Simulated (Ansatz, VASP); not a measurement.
Mo: VASP beside Ansatz

```
Mo
1.0
    -1.55512    1.55512    1.55512
     1.55512   -1.55512    1.55512
     1.55512    1.55512   -1.55512
Mo
1
Direct
  0.00000 0.00000 0.00000
```

Alike in both runs: task single point; functional r2SCAN; k mesh 23 × 23 × 23; occupations fermi-dirac, width 0.1 eV; no spin polarisation.

```csv
,VASP,Ansatz
version,VASP 6.6.1,Ansatz 0.2.0
potentials or method,"VASP PAW PBE potentials, release 64 (Mo_sv), cutoff 520 eV","plane waves (500 eV) with PAW, scalar-relativistic"
valence electrons in the cell,14,14
```

```tsv
	VASP	Ansatz	Ansatz less VASP
pressure (GPa)	12.9	11.5	-1.36
```

VASP's potentials were made for PBE, not for r2SCAN.
